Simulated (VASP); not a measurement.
Here is a VASP 6.6.1 calculation.

The input INCAR:

```
PREC = Accurate ; ENCUT = 520
EDIFF = 1E-6 ; ISMEAR = -1
SIGMA = 0.08 ; LREAL = False
LASPH = True ; NELM = 80
ALGO = Normal ; ISIF = 2
LWAVE = False ; LCHARG = False
NBANDS = 11
```

File KPOINTS:

```
Automatic mesh
0
Gamma
  20 20 20
```

Contents of POSCAR:

```
C
1.0
    0.0000000000      1.7298212174      1.7298212174
    1.7298212174      0.0000000000      1.7298212174
    1.7298212174      1.7298212174      0.0000000000
C
2
Direct
   -0.1250000000     -0.1250000000     -0.1250000000
    0.1250000000      0.1250000000      0.1250000000
```

Potentials or basis: VASP PAW LDA potentials, release 64 (C).

Run with:

```console
$ cat potpaw_LDA.64/C/POTCAR > POTCAR
$ mpirun -np 1 vasp_std > vasp.out
```

(1) Predict the band gap on the k mesh.

(2) Estimate the pressure.

## Answers

(1) 4.33 eV, indirect (least direct gap 5.80 eV).

(2) 34.3 GPa.
